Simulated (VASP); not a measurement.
Wanted: the native input for a VASP 6.6.1 run.

| Property | Result |
| --- | --- |
| Task | single point |
| Functional | PBE |
| Potentials or basis | VASP PAW PBE potentials, release 64 (C_h, O_h) |
| Cutoff | 1340 eV |
| k mesh | 4 × 4 × 4 |
| Occupations | gaussian, width 0.05 eV |
| Spin | no spin polarisation |
| Dipole correction | no |
| Further INCAR settings | ALGO = Normal; EDIFF = 1e-06; NBANDS = 44 |

The structure of CO2 lies in POSCAR:

```
CO2
1.0
    5.7157459363      0.0000000000      0.0000000000
    0.0000000000      5.7157459363      0.0000000000
    0.0000000000      0.0000000000      5.7157459363
C O
4 8
Direct
    0.0000000000      0.0000000000      0.0000000000
    0.5000000000      0.0000000000      0.5000000000
    0.5000000000      0.5000000000      0.0000000000
    0.0000000000      0.5000000000      0.5000000000
    0.1114834447      0.1114834447      0.1114834447
    0.3885165553      0.8885165553      0.6114834447
    0.6114834447      0.3885165553      0.8885165553
    0.8885165553      0.6114834447      0.3885165553
    0.8885165553      0.8885165553      0.8885165553
    0.6114834447      0.1114834447      0.3885165553
    0.3885165553      0.6114834447      0.1114834447
    0.1114834447      0.3885165553      0.6114834447
```

These files were run (other wordings do the same):

INCAR

```
SYSTEM = CO2
ALGO = Normal
EDIFF = 1E-6
ENCUT = 1340
GGA = PE
GGA_COMPAT = .FALSE.
ISIF = 2
ISMEAR = 0
LASPH = .TRUE.
LCHARG = .TRUE.
LELF = .TRUE.
LREAL = .FALSE.
LVHAR = .TRUE.
LWAVE = .FALSE.
NBANDS = 44
NELM = 120
PREC = Accurate
SIGMA = 0.05
```

KPOINTS

```
k-points
0
G
  4 4 4
  0 0 0
```

Potentials or basis: VASP PAW PBE potentials, release 64 (C_h, O_h).

The run is started by

```console
$ cat potpaw_PBE.64/C_h/POTCAR potpaw_PBE.64/O_h/POTCAR > POTCAR
$ mpirun -np 1 vasp_std > vasp.out
```

Results of the run:

- Pressure: 21.8 GPa
- Largest force: 8.529 eV/Å
- Band gap on the k mesh: 7.25 eV

Caveat: the cell stands under pressure; this functional lacks dispersion, which holds the molecules together, so the pressure and a relaxed volume are unreliable; forces of over 1 eV/Å act on the atoms, so gaps and moduli don't describe the material at rest.

Run time: 6.4 min on 1 thread of Intel(R) Xeon(R) Platinum 8375C CPU @ 2.90GHz (Ice Lake) (shared host), peak memory 0.8 GiB.
